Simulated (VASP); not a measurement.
# DyMgF (P4mm) in VASP: single point with PBE

Aim: the single point of DyMgF with PBE.

Everything below comes from runs of VASP 6.6.1. Logs are shortened: lines on timing, memory, paths and dates and some standing lists are left out, and cuts for length are marked.

### Step 1. The cell of the first run

The structure is tetragonal, space group P4mm (No. 99). Conventional cell: a = 3.029 Å, b = 3.029 Å, c = 7.692 Å, α = 90.00°, β = 90.00°, γ = 90.00°. Dy (site symmetry 4mm) has 4 Dy at 3.03 Å and 1 Mg at 3.21 Å within 4.0 Å. Within 3.3 Å of Mg (site symmetry 4mm) lie 4 F at 2.26 Å and 4 Mg at 3.03 Å and 1 Dy at 3.21 Å. Within 3.1 Å of F (site symmetry 4mm) lie 4 Mg at 2.26 Å and 4 F at 3.03 Å.

The cell was built from a structure type or drawn by symmetry, and may not be a known phase.

### Step 2. Single point, PBE

INCAR

```
SYSTEM = DyMgF
  PREC = Accurate
  ENCUT = 600
  EDIFF = 1E-6
  ISMEAR = 0
  SIGMA = 0.2
  LREAL = .False.
  LASPH = .True.
  NELM = 200
  ALGO = Normal
  ISIF = 2
  LWAVE = .False.
  LCHARG = .False.
  GGA = PE
  NBANDS = 16
  GGA_COMPAT = .False.
  LMAXMIX = 6
```

KPOINTS

```
regular mesh
0
Gamma
  6 6 3
  0 0 0
```

POSCAR

```
DyMgF
1.0
    3.0287315811      0.0000000000      0.0000000000
    0.0000000000      3.0287315811      0.0000000000
    0.0000000000      0.0000000000      7.6917349475
Dy Mg F
1 1 1
Direct
    0.5000000000      0.5000000000      0.9272231072
    0.5000000000      0.5000000000      0.3450740790
    0.0000000000      0.0000000000      0.4374512139
```

Potentials or basis: VASP PAW PBE potentials, release 64 (Dy_3, Mg, F), 4f in core.

Started as:

```bash
$ cat potpaw_PBE.64/Dy_3/POTCAR potpaw_PBE.64/Mg/POTCAR potpaw_PBE.64/F/POTCAR > POTCAR
$ mpirun -np 1 vasp_std > vasp.out
```

OUTCAR:

```text
SYSTEM = DyMgF
   PREC = Accurate
   ENCUT = 600
   EDIFF = 1E-6
   ISMEAR = 0
   LREAL = .False.
   LASPH = .True.
   NELM = 200
   ISIF = 2
   GGA = PE

 ion  position               nearest neighbor table
   1  0.500  0.500  0.927-   2 3.21
   2  0.500  0.500  0.345-   3 2.26   3 2.26   3 2.26   3 2.26   1 3.21
   3  0.000  0.000  0.437-   2 2.26   2 2.26   2 2.26   2 2.26

  LATTYP: Found a simple tetragonal cell.
 ALAT       =     3.0287315811
 C/A-ratio  =     2.5395895085

  Lattice vectors:

 A1 = (   3.0287315811,   0.0000000000,   0.0000000000)
 A2 = (   0.0000000000,   3.0287315811,   0.0000000000)
 A3 = (   0.0000000000,   0.0000000000,   7.6917349475)

Analysis of symmetry for initial positions (statically):
=====================================================================
 Subroutine PRICEL returns:
 Original cell was already a primitive cell.

 Routine SETGRP: Setting up the symmetry group for a
 simple tetragonal supercell.

 Subroutine GETGRP returns: Found  8 space group operations
 (whereof  8 operations were pure point group operations)
 out of a pool of 16 trial point group operations.

The static configuration has the point symmetry C_4v.

Analysis of symmetry for dynamics (positions and initial velocities):
=====================================================================
 Subroutine PRICEL returns:
 Original cell was already a primitive cell.

 Routine SETGRP: Setting up the symmetry group for a
 simple tetragonal supercell.

 Subroutine GETGRP returns: Found  8 space group operations
 (whereof  8 operations were pure point group operations)
 out of a pool of 16 trial point group operations.

The dynamic configuration has the point symmetry C_4v.

 Subroutine INISYM returns: Found  8 space group operations
 (whereof  8 operations are pure point group operations),
 and found     1 'primitive' translations

----------------------------------------------------------------------------------------

                                     Primitive cell

  volume of cell :      70.5579

  direct lattice vectors                    reciprocal lattice vectors
     3.028731581  0.000000000  0.000000000     0.330171220  0.000000000  0.000000000
     0.000000000  3.028731581  0.000000000     0.000000000  0.330171220  0.000000000
     0.000000000  0.000000000  7.691734947     0.000000000  0.000000000  0.130009680

  length of vectors
[... 78 lines left out ...]
   NELM   =    200;   NELMIN=  2; NELMDL= -5     # of ELM steps
   EDIFF  = 0.1E-05   stopping-criterion for ELM
   LREAL  =      F    real-space projection
   EDIFFG = 0.1E-04   stopping-criterion for IOM
   NSW    =      0    number of steps for IOM
   IBRION =     -1    ionic relax: 0-MD 1-quasi-New 2-CG
   NFREE  =      0    steps in history (QN), initial steepest desc. (CG)
   ISIF   =      2    stress and relaxation
   ISYM   =      2    0-nonsym 1-usesym 2-fastsym
   POTIM  = 0.5000    time-step for ionic-motion
   TEBEG  =    0.0;   TEEND  =   0.0 temperature during run
   PSTRESS=    0.0 pullay stress
   NELECT =      18.0000    total number of electrons
   NUPDOWN=      -1.0000    fix difference up-down
   EMIN   =  10.00;   EMAX   =-10.00  energy-range for DOS
   EFERMI =   0.00;   METHOD = LEGACY
   ISMEAR =     0;   SIGMA  =   0.20  broadening in eV -4-tet -1-fermi 0-gaus
   EFERMI_NEDOS =   21; number of points for ismear=-14 and -15
   IALGO  =     38    algorithm
   IMIX   =      4    mixing-type and parameters
     AMIX     =   0.40;   BMIX     =  1.00
     AMIX_MAG =   1.60;   BMIX_MAG =  1.00
  volume/ion in A,a.u.               =      23.52       158.72
  Fermi-wavevector in a.u.,A,eV,Ry     =   1.038286  1.962076 14.667598  1.078038
  Thomas-Fermi vector in A             =   2.172763
   LORBIT       =      0    0 simple, 1 ext, 2 COOP (PROOUT), +10 PAW based schemes
   GGA     = PE    functional components
   LHFCALC =     F    Hartree Fock is set to
   AEXX    =    0.0000 exact exchange contribution
   IVDW    =     0    specifies the selected vdW correction
   LEPSILON=     F    determine dielectric tensor
   LRPA    =     F    only Hartree local field effects (RPA)
 non-spin polarized calculation
 Gauss-broadening in eV      SIGMA  =   0.20
  energy-cutoff  :      600.00
  volume of cell :       70.56
 maximum number of plane-waves:      2384
   NGX = 13   NGY = 13   NGZ = 31

 number of electron      18.0000006 magnetization

 Free energy of the ion-electron system (eV)
  ---------------------------------------------------
  ext. energy  EPLUGINS =         0.00000000
  ---------------------------------------------------
  free energy    TOTEN  =       -10.84114594 eV

  energy without entropy =      -10.80250783  energy(sigma->0) =      -10.82182688

 E-fermi :   2.5784     XC(G=0):  -8.7261

 val. band max:        2.5705649792   @ k =   0.1667   0.0000   0.0000
 cond. band min:       2.6454003365   @ k =   0.3333   0.0000   0.0000
 fundamental gap:      0.0748353573
 Fermi energy:         2.5784058422

 k-point     1 :       0.0000    0.0000    0.0000
  band No.  band energies     occupation
      1     -23.0168      2.00000
      2     -21.0531      2.00000
      3     -20.2662      2.00000
      4     -20.2662      2.00000
      5      -4.6211      2.00000
      6      -4.1788      2.00000
[... 357 lines left out ...]
      3     -21.4505      2.00000
      4     -20.7157      2.00000
      5      -5.4114      2.00000
      6      -5.4114      2.00000
[... 8 lines left out ...]
     15       9.0000      0.00000
     16      10.0666      0.00000

------------------------ aborting loop because EDIFF is reached ----------------------------------------

  FORCE on cell =-STRESS in cart. coord.  units (eV):
  Direction    XX          YY          ZZ          XY          YZ          ZX
  --------------------------------------------------------------------------------------
  -------------------------------------------------------------------------------------
  Total        0.0515000      0.0515000      0.1634805      0.0000000     -0.0000000      0.0000000
  in kB        1.1694228      1.1694228      3.7121935      0.0000000     -0.0000000      0.0000000
  external PRESSURE =       2.0170130 kB  Pullay stress =       0.0000000 kB

 VOLUME and BASIS-vectors are now :
 -----------------------------------------------------------------------------
  energy-cutoff  :      600.00
  volume of cell :       70.56
      direct lattice vectors                 reciprocal lattice vectors
     3.028731581  0.000000000  0.000000000     0.330171220  0.000000000  0.000000000
     0.000000000  3.028731581  0.000000000     0.000000000  0.330171220  0.000000000
     0.000000000  0.000000000  7.691734947     0.000000000  0.000000000  0.130009680

 POSITION                                       TOTAL-FORCE (eV/Angst)
 -----------------------------------------------------------------------------------
      1.51437      1.51437      7.13195         0.000000     -0.000000      0.038950
      1.51437      1.51437      2.65422         0.000000      0.000000      0.024753
      0.00000      0.00000      3.36476        -0.000000      0.000000     -0.063703
 -----------------------------------------------------------------------------------
    total drift:                                0.000000     -0.000000     -0.001280

  FREE ENERGIE OF THE ION-ELECTRON SYSTEM (eV)
  ---------------------------------------------------
  free  energy   TOTEN  =       -10.8411459420 eV

  energy  without entropy=      -10.8025078252  energy(sigma->0) =      -10.82182688
```

Wall time 11 s (1 thread of AMD EPYC 9R45 (Zen 5), shared host); peak memory 0.17 GiB.

What came out:

* Free energy: -10.8411 eV
* Pressure: 0.2 GPa
* Largest force: 0.064 eV/Å
* Band gap on the k mesh: zero (bands 9 and 10 overlap by 1.41 eV)

Forces in eV/Å, atoms in the order of the input:
```
Dy   0.000  0.000  0.039
Mg   0.000  0.000  0.025
F    0.000  0.000 -0.064
```

Stress tensor (GPa, compression positive):
```
0.12 0.00 0.00
0.00 0.12 0.00
0.00 0.00 0.37
```

Levels at points of the mesh, in eV from the Fermi level:
```csv
k point,band 5,band 6,band 7,band 8,band 9,band 10,band 11,band 12,band 13,band 14
"(0.00, 0.00, 0.00)",-7.20,-6.76,-6.76,-4.25,-2.02,-0.70,0.09,1.82,4.99,4.99
"(0.50, 0.00, 0.00)",-8.50,-6.70,-6.65,-0.99,-0.86,0.31,1.14,2.66,3.70,4.07
"(0.50, 0.50, 0.00)",-7.99,-7.99,-6.42,-2.09,0.68,0.68,1.89,4.52,4.52,5.05
```

Caveat: spin-orbit coupling is left out, which moves the levels of the heavy elements; the 4f electrons are frozen in the core, so they carry no moment and show no levels; the run has no spin polarisation, though such a crystal can be magnetic.
